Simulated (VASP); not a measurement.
A run of VASP 6.6.1 is set up as follows.

POSCAR

```
TePb
1.0
    0.0000000000      3.3116881700      3.3116881700
    3.3116881700      0.0000000000      3.3116881700
    3.3116881700      3.3116881700      0.0000000000
Te Pb
1 1
Direct
    0.5000000000      0.5000000000      0.5000000000
    0.0000000000      0.0000000000      0.0000000000
```

Contents of INCAR.step1:

```
PREC = Accurate
ENCUT = 520
ISMEAR = -1
SIGMA = 0.02
LREAL = False
LASPH = True
NELM = 80
GGA = PE
ALGO = Normal
EDIFF = 1E-4
LWAVE = True
LCHARG = False
```

Contents of INCAR.step2:

```
PREC = Accurate
ENCUT = 520
EDIFF = 1E-7
ISMEAR = -1
SIGMA = 0.02
LREAL = False
LASPH = True
NELM = 80
ALGO = Normal
ISIF = 2
LWAVE = False
LCHARG = False
METAGGA = R2SCAN
LMIXTAU = True
IBRION = 2
NSW = 50
EDIFFG = -0.01
ISTART = 1
```

Contents of KPOINTS:

```
Automatic mesh
0
Gamma
  8 8 8
```

Potentials or basis: VASP PAW PBE potentials, release 64 (Te, Pb_d).

Command:

```console
$ cat potpaw_PBE.64/Te/POTCAR potpaw_PBE.64/Pb_d/POTCAR > POTCAR
$ cp INCAR.step1 INCAR
$ mpirun -np 1 vasp_std > vasp.out
$ cp INCAR.step2 INCAR
$ mpirun -np 1 vasp_std > vasp.out
```

(1) What does it give for the band gap on the k mesh?

Results:

(1) 1.17 eV.

Caveat: the relaxation stopped at its first step, so nothing moved; spin-orbit coupling is left out, which moves the levels of the heavy elements.
